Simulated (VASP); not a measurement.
The system is SiW2.

```
Si W
1.0
    -3.07500    3.07500    2.50500
     3.07500   -3.07500    2.50500
     3.07500    3.07500   -2.50500
Si W
2 4
Direct
  0.25000 0.25000 0.00000
  0.75000 0.75000 0.00000
  0.16200 0.66200 0.82400
  0.83800 0.33800 0.17600
  0.66200 0.83800 0.50000
  0.33800 0.16200 0.50000
```

| Property | Result |
| --- | --- |
| Program | VASP 6.6.1 |
| Task | relaxation of cell and atoms |
| Functional | PBE |
| Potentials or basis | VASP PAW PBE potentials, release 64 (Si, W_sv) |
| Cutoff | 600 eV |
| k mesh | 4 × 4 × 4 |
| Occupations | gaussian, width 0.2 eV |
| Spin | no spin polarisation |

At the start: pressure -17.3 GPa; volume 15.79 Å³/atom.

**Question.** How do energy, volume and symmetry change on relaxing?

**Answer.** Over 7 steps the energy falls by 70.2 meV/atom and the volume is 14.66 Å³/atom (-7.2 %); space group I4/mcm (No. 140, to 0.05 Å).

The path:
```csv
step,energy change (eV),largest force (eV/Å),pressure (GPa),volume (Å³)
1,0.0000,0.3351,-17.34,94.75
2,2.6089,0.1462,76.40,73.18
3,-0.4005,0.3816,-1.15,88.42
4,-0.4027,0.3821,0.02,88.04
5,-0.4028,0.3823,0.43,87.91
6,-0.4211,0.0972,0.30,87.96
7,-0.4212,0.0771,0.30,87.97
```

Final structure:
```xyz
6
Lattice="-2.9820 2.9820 2.4730 2.9820 -2.9820 2.4730 2.9820 2.9820 -2.4730" Properties=species:S:1:pos:R:3 pbc="T T T"
Si    0.0000    0.0000    1.2365
Si    0.0000    0.0000    3.7095
W     3.9336    0.9515    0.0000
W    -0.9515    2.0305    2.4730
W     2.0305    0.9515    2.4730
W     0.9515    2.0305    0.0000
```

Caveat: the k points lie up to 0.41 Å⁻¹ apart in the final cell; the relaxation stopped at a loose force limit of 0.08 eV/Å, so its end isn't a converged minimum.
